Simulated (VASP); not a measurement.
A run of VASP 6.6.1 is set up as follows.

Contents of INCAR:

```
PREC = Accurate
ENCUT = 600
EDIFF = 1E-7
ISMEAR = 0
SIGMA = 0.1
LREAL = F
LASPH = T
NELM = 80
ALGO = Normal
ISIF = 3
LWAVE = F
LCHARG = F
GGA = PE
IBRION = 2
NSW = 100
EDIFFG = -0.01
```

File KPOINTS:

```
regular mesh
0
Gamma
  12 12 4
```

The input POSCAR:

```
PtS2
1.0
    3.5032257602      0.0000000000      0.0000000000
   -1.7516128801      3.0338825035      0.0000000000
    0.0000000000      0.0000000000     10.8728540833
Pt S
2 4
Direct
    0.3333333333      0.6666666667      0.2500000000
    0.6666666667      0.3333333333      0.7500000000
    0.3333333333      0.6666666667      0.6234916006
    0.6666666667      0.3333333333      0.1234916006
    0.3333333333      0.6666666667      0.8765083994
    0.6666666667      0.3333333333      0.3765083994
```

Potentials or basis: VASP PAW PBE potentials, release 64 (Pt, S).

Launch:

```console
$ cat potpaw_PBE.64/Pt/POTCAR potpaw_PBE.64/S/POTCAR > POTCAR
$ mpirun -np 1 vasp_std > vasp.out
```

(1) Predict the space group after relaxing (to 0.1 Å).

(2) Estimate the band gap on the k mesh.

(3) Predict the relaxed cell.

(4) What does it give for the relaxed volume?

## Answers

(1) P6_3/mmc (No. 194).

(2) zero (bands 22 and 23 overlap by 0.69 eV).

(3) a = 3.508 Å, b = 3.508 Å, c = 11.091 Å, α = 90.00°, β = 90.00°, γ = 120.00°.

(4) 19.70 Å³/atom.

Caveat: spin-orbit coupling is left out, which moves the levels of the heavy elements.
